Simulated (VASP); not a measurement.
## Ti: single point with r2SCAN

The system is Ti.

```
CELL_PARAMETERS angstrom
2.86660 0.00000 0.00000
-1.43330 2.48255 0.00000
0.00000 0.00000 5.19500
ATOMIC_POSITIONS crystal
Ti 0.33333 0.66667 0.25000
Ti 0.66667 0.33333 0.75000
```

| Quantity | Value |
| --- | --- |
| Program | VASP 6.6.1 |
| Task | single point |
| Functional | r2SCAN |
| Potentials or basis | VASP PAW PBE potentials, release 64 (Ti_sv) |
| Cutoff | 520 eV |
| k mesh | 18 × 18 × 10 |
| Occupations | methfessel-paxton, width 0.05 eV |
| Spin | no spin polarisation |
| Dipole correction | no |
| Further INCAR settings | ALGO = Normal; EDIFF = 1e-06; NBANDS = 19 |

The pressure is -6.3 GPa and the band gap on the k mesh is zero (bands 12 and 13 overlap by 0.51 eV).

Stress tensor (GPa, compression positive):
```
 -1.20   0.00   0.00
  0.00  -1.20   0.00
  0.00   0.00 -16.59
```

Levels at points of the mesh, in eV from the Fermi level:
| k point | band 9 | band 10 | band 11 | band 12 | band 13 | band 14 | band 15 | band 16 |
| --- | --- | --- | --- | --- | --- | --- | --- | --- |
| (0.00, 0.00, 0.00) | -6.47 | -2.92 | -0.71 | 0.11 | 0.97 | 0.97 | 1.25 | 1.25 |
| (0.50, 0.00, 0.00) | -2.31 | -2.11 | -1.88 | -0.35 | 0.19 | 0.74 | 1.27 | 3.33 |
| (0.00, 0.00, 0.50) | -4.92 | -4.92 | -0.47 | -0.47 | 1.01 | 1.01 | 1.01 | 1.01 |
| (0.50, 0.00, 0.50) | -2.50 | -2.50 | -1.04 | -1.04 | 1.27 | 1.27 | 2.17 | 2.17 |

Wall time 9.2 min on 1 thread of Intel(R) Xeon(R) Platinum 8259CL CPU @ 2.50GHz (Skylake/Cascade Lake) (shared host), peak memory 0.26 GiB.

Caveat: the stress differs along the axes, from -17 to -1 GPa; the PAW data sets were made with another functional, which shifts forces and pressure a little.
